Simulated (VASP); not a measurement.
BiTe: single point with PBEsol

BiTe:

```
Bi Te
1.0
     2.40501    1.38853    3.18986
    -2.40501    1.38853    3.18986
     0.00000   -2.77707    3.18986
Bi Te
1 1
Direct
  0.50000 0.50000 0.50000
  0.00000 0.00000 0.00000
```

```
Program                : VASP 6.6.1
Task                   : single point
Functional             : PBEsol
Potentials or basis    : VASP PAW PBE potentials, release 64 (Bi_d, Te)
Cutoff                 : 520 eV
k mesh                 : 7 × 7 × 7
Occupations            : fermi-dirac, width 0.05 eV
Spin                   : no spin polarisation
Dipole correction      : no
Further INCAR settings : ALGO = Normal; EDIFF = 1e-06; NBANDS = 18
```

```yaml
Pressure: 0.0 GPa
```

Levels at points of the mesh, in eV from the Fermi level:
```csv
k point,band 6,band 7,band 8,band 9,band 10,band 11,band 12,band 13,band 14,band 15
"(0.00, 0.00, 0.00)",-13.83,-8.13,-3.08,-3.08,-1.52,2.01,2.75,2.75,3.85,3.85
```

Run time: 13 s on 1 thread of Intel(R) Xeon(R) 6975P-C (Granite Rapids), on a shared host, peak memory 0.2 GiB.

Caveat: the PAW data sets were made with another functional, which shifts forces and pressure a little; spin-orbit coupling is left out, which moves the levels of the heavy elements.
